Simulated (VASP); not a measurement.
# Ge (Cmcm) in VASP: a series of runs, part 2 of 2

VASP 6.6.1. The steps go on from the part before.

### Step 3. Single point, LDA

This run uses another cell than the first one, of 17.52 Å³/atom, 1.021 times its volume.

INCAR reads:

```
PREC = Accurate ; ENCUT = 520
EDIFF = 1E-6 ; ISMEAR = -1
SIGMA = 0.05 ; LREAL = False
LASPH = True ; NELM = 100
ALGO = Normal ; ISIF = 2
LWAVE = False ; LCHARG = False
NBANDS = 21
```

KPOINTS reads:

```
Automatic mesh
0
Gamma
  10 10 6
```

POSCAR reads:

```
Ge
1.0
    1.4679416364     -2.5596219381      0.0000000000
    1.4679416364      2.5596219381      0.0000000000
    0.0000000000      0.0000000000      4.6637015279
Ge
2
Direct
    0.3334466300      0.6665533700      0.2500000000
    0.6665533700      0.3334466300      0.7500000000
```

Potentials or basis: VASP PAW LDA potentials, release 64 (Ge_d).

On the command line:

```sh
cat potpaw_LDA.64/Ge_d/POTCAR > POTCAR
mpirun -np 1 vasp_std > vasp.out
```

OUTCAR:

```text
PREC = Accurate
   ENCUT = 520
   EDIFF = 1E-6
   ISMEAR = -1
   LREAL = False
   LASPH = True
   NELM = 100
   ISIF = 2

 ion  position               nearest neighbor table
   1  0.333  0.667  0.250-   2 2.88   2 2.88   2 2.88   2 2.88   2 2.89   2 2.89
   2  0.667  0.333  0.750-   1 2.88   1 2.88   1 2.88   1 2.88   1 2.89   1 2.89

  LATTYP: Found a base centered orthorhombic cell.
 ALAT       =     2.9358832728
 B/A-ratio  =     1.7436809984
 C/A-ratio  =     1.5885173539

  Lattice vectors:

 A1 = (   1.4679416364,  -2.5596219381,   0.0000000000)
 A2 = (   1.4679416364,   2.5596219381,   0.0000000000)
 A3 = (   0.0000000000,   0.0000000000,   4.6637015279)

Analysis of symmetry for initial positions (statically):
=====================================================================
 Subroutine PRICEL returns:
 Original cell was already a primitive cell.

 Routine SETGRP: Setting up the symmetry group for a
 base centered orthorhombic supercell.

 Subroutine GETGRP returns: Found  8 space group operations
 (whereof  4 operations were pure point group operations)
 out of a pool of  8 trial point group operations.

The static configuration has the point symmetry C_2h.
 The point group associated with its full space group is D_2h.

Analysis of symmetry for dynamics (positions and initial velocities):
=====================================================================
 Subroutine PRICEL returns:
 Original cell was already a primitive cell.

 Routine SETGRP: Setting up the symmetry group for a
 base centered orthorhombic supercell.

 Subroutine GETGRP returns: Found  8 space group operations
 (whereof  4 operations were pure point group operations)
 out of a pool of  8 trial point group operations.

The dynamic configuration has the point symmetry C_2h.
 The point group associated with its full space group is D_2h.

 Subroutine INISYM returns: Found  8 space group operations
 (whereof  4 operations are pure point group operations),
 and found     1 'primitive' translations
[... 105 lines left out ...]
   PSTRESS=    0.0 pullay stress
   NELECT =      28.0000    total number of electrons
   NUPDOWN=      -1.0000    fix difference up-down
   EMIN   =  10.00;   EMAX   =-10.00  energy-range for DOS
   EFERMI =   0.00;   METHOD = LEGACY
   ISMEAR =    -1;   SIGMA  =   0.05  broadening in eV -4-tet -1-fermi 0-gaus
   EFERMI_NEDOS =   21; number of points for ismear=-14 and -15
   IALGO  =     38    algorithm
   IMIX   =      4    mixing-type and parameters
     AMIX     =   0.40;   BMIX     =  1.00
     AMIX_MAG =   1.60;   BMIX_MAG =  1.00
  volume/ion in A,a.u.               =      17.52       118.25
  Fermi-wavevector in a.u.,A,eV,Ry     =   1.519074  2.870634 31.396629  2.307587
  Thomas-Fermi vector in A             =   2.628109
   LORBIT       =      0    0 simple, 1 ext, 2 COOP (PROOUT), +10 PAW based schemes
   GGA     = CA    functional components
   LHFCALC =     F    Hartree Fock is set to
   AEXX    =    0.0000 exact exchange contribution
   IVDW    =     0    specifies the selected vdW correction
   LEPSILON=     F    determine dielectric tensor
   LRPA    =     F    only Hartree local field effects (RPA)
 non-spin polarized calculation
  energy-cutoff  :      520.00
  volume of cell :       35.05
 maximum number of plane-waves:       967
 NGX is ok and might be reduce to    24
   NGX = 11   NGY = 11   NGZ = 17

 number of electron      28.0000009 magnetization

 Free energy of the ion-electron system (eV)
  ---------------------------------------------------
  ext. energy  EPLUGINS =         0.00000000
  ---------------------------------------------------
  free energy    TOTEN  =        -9.78631344 eV

  energy without entropy =       -9.77755454  energy(sigma->0) =       -9.78193399

 E-fermi :   7.2131     XC(G=0): -11.9569

 val. band max:        7.2108336943   @ k =   0.3000   0.2000   0.5000
 cond. band min:       7.2275969741   @ k =   0.3000   0.2000   0.1667
 fundamental gap:      0.0167632798
 Fermi energy:         7.2130986613

 k-point     1 :       0.0000    0.0000    0.0000
  band No.  band energies     occupation
      1     -17.5094      2.00000
      2     -17.4956      2.00000
      3     -17.4937      2.00000
      4     -17.4914      2.00000
      5     -17.4849      2.00000
      6     -17.4813      2.00000
[... 565 lines left out ...]
     20      23.3471      0.00000
     21      23.9592      0.00000

 [... further k-points ...]
[... 5 lines left out ...]
  --------------------------------------------------------------------------------------
  -------------------------------------------------------------------------------------
  Total        0.2323045      0.3060992      0.8592801      0.0000000      0.0000000      0.0000000
  in kB       10.6199575     13.9935367     39.2825764      0.0000000      0.0000000      0.0000000
  external PRESSURE =      21.2986902 kB  Pullay stress =       0.0000000 kB

 VOLUME and BASIS-vectors are now :
 -----------------------------------------------------------------------------
  energy-cutoff  :      520.00
  volume of cell :       35.05
      direct lattice vectors                 reciprocal lattice vectors
     1.467941636 -2.559621938  0.000000000     0.340612997 -0.195341348  0.000000000
     1.467941636  2.559621938  0.000000000     0.340612997  0.195341348  0.000000000
     0.000000000  0.000000000  4.663701528     0.000000000  0.000000000  0.214421955

 POSITION                                       TOTAL-FORCE (eV/Angst)
 -----------------------------------------------------------------------------------
      1.46794      0.85263      1.16593         0.000000     -0.000892      0.000000
      1.46794     -0.85263      3.49778         0.000000      0.000892     -0.000000
 -----------------------------------------------------------------------------------
    total drift:                                0.000000     -0.000000      0.000000

  FREE ENERGIE OF THE ION-ELECTRON SYSTEM (eV)
  ---------------------------------------------------
  free  energy   TOTEN  =        -9.7863134413 eV

  energy  without entropy=       -9.7775545441  energy(sigma->0) =       -9.78193399
```

OSZICAR:

```text
N       E                     dE             d eps       ncg     rms          rms(c)
DAV:   1     0.173315891840E+03    0.17332E+03   -0.14209E+04  6069   0.383E+03
DAV:   2     0.129338857633E+02   -0.16038E+03   -0.15517E+03  5246   0.583E+02
DAV:   3    -0.923258803090E+01   -0.22166E+02   -0.21976E+02  5828   0.130E+02
DAV:   4    -0.981789947876E+01   -0.58531E+00   -0.58491E+00  5919   0.242E+01
DAV:   5    -0.982622739667E+01   -0.83279E-02   -0.83277E-02  5908   0.313E+00    0.186E+00
DAV:   6    -0.979852094634E+01    0.27706E-01   -0.22150E-02  7137   0.228E+00    0.100E+00
DAV:   7    -0.978672497755E+01    0.11796E-01   -0.13356E-02  7105   0.135E+00    0.903E-02
DAV:   8    -0.978631390247E+01    0.41108E-03   -0.10376E-03  6235   0.580E-01    0.302E-02
DAV:   9    -0.978631334196E+01    0.56051E-06   -0.24658E-05  5992   0.618E-02    0.814E-03
DAV:  10    -0.978631344126E+01   -0.99295E-07   -0.88820E-07  4379   0.914E-03
   1 F= -.97863134E+01 E0= -.97819340E+01  d E =-.875890E-02
```

stdout:

```text
POSCAR found type information on POSCAR Ge
 POSCAR found :  1 types and       2 ions
 scaLAPACK will be used
 LDA part: xc-table for (Slater(with rela. corr.)+CA(PZ))
 , standard interpolation
 POSCAR, INCAR and KPOINTS ok, starting setup
 FFT: planning ... GRIDC
 FFT: planning ... GRID_SOFT
 FFT: planning ... GRID
 WAVECAR not read
 entering main loop
```

Wall time 28 s (1 thread of Intel Xeon 6975P-C (Granite Rapids), shared host); peak memory 0.18 GiB.

What came out:

| Item | Value |
| --- | --- |
| Free energy | -9.7863 eV |
| Pressure | 2.1 GPa |
| Band gap on the k mesh | zero (band 14 reaches 14.18 eV, above the bottom of band 15 at 4.95 eV) |
